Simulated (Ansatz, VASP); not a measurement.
# One calculation of MoS2, two programs

INCAR

```
SYSTEM = MoS2
ALGO = Normal ; EDIFF = 1E-6
ENCUT = 520 ; GGA = CA
ISIF = 2 ; ISMEAR = -1
LASPH = .True. ; LCHARG = .True.
LELF = .True. ; LREAL = .False.
LVHAR = .True. ; LWAVE = .False.
NBANDS = 20 ; NELM = 60
PREC = Accurate ; SIGMA = 0.05
```

File KPOINTS:

```
k-points
0
Gamma
  10 10 2
  0 0 0
```

File POSCAR:

```
MoS2
1.0
    3.2260272831      0.0000000000      0.0000000000
   -1.6130136416      2.7938215805      0.0000000000
    0.0000000000      0.0000000000     17.5627129508
Mo S
1 2
Direct
    0.0000000000      0.0000000000      0.0000000000
    0.3333333333      0.6666666667      0.9105070200
    0.3333333333      0.6666666667      0.0894929800
```

Contents of input.yaml:

```yaml
crystal:
  lattice:
    - [3.2260272831, 0.0, 0.0]
    - [-1.6130136416, 2.7938215805, 0.0]
    - [0.0, 0.0, 17.5627129508]
  atoms:
    - { symbol: Mo, position: [0.0, 0.0, 0.0] }
    - { symbol: S, position: [0.3333333333, 0.6666666667, 0.91050702] }
    - { symbol: S, position: [0.3333333333, 0.6666666667, 0.08949298] }
kpoints:
  mp_grid: { grid: [10, 10, 2] }
scf:
  occupations: { method: fermi_dirac, width: 0.05 }
hamiltonian:
  xc: lda
  pseudopotentials: { kind: all_electron, lapw: { basis_error: 0.002 } }
output:
  forces: true
  stress: true
  eigenvalues: true
```

Change from the starting cell: volume scaled by 1.04.

Alike in both runs: task single point; functional LDA; k mesh 10 × 10 × 2; occupations fermi-dirac, width 0.05 eV; no spin polarisation.

|  | VASP | Ansatz |
| --- | --- | --- |
| version | VASP 6.6.1 | Ansatz 0.2.0 |
| potentials or method | VASP PAW LDA potentials, release 64 (Mo_sv, S), cutoff 520 eV | all-electron LAPW, scalar-relativistic |

VASP gave:

```
gap on the k mesh at the Fermi level (eV) : 1.64
least direct gap on the mesh (eV)         : 1.82
rms of the force components (eV/Å)        : 0.459
```

What did Ansatz give for the same quantities?

gap on the k mesh at the Fermi level (eV): 1.63; least direct gap on the mesh (eV): 1.82; rms of the force components (eV/Å): 0.465.

LDA's correlation is that of Perdew and Zunger in VASP and of Perdew and Wang (1992) in Ansatz. Atom by atom the forces differ by 0.007 eV/Å (rms over components). Ansatz ran all-electron here, and VASP with PAW potentials.
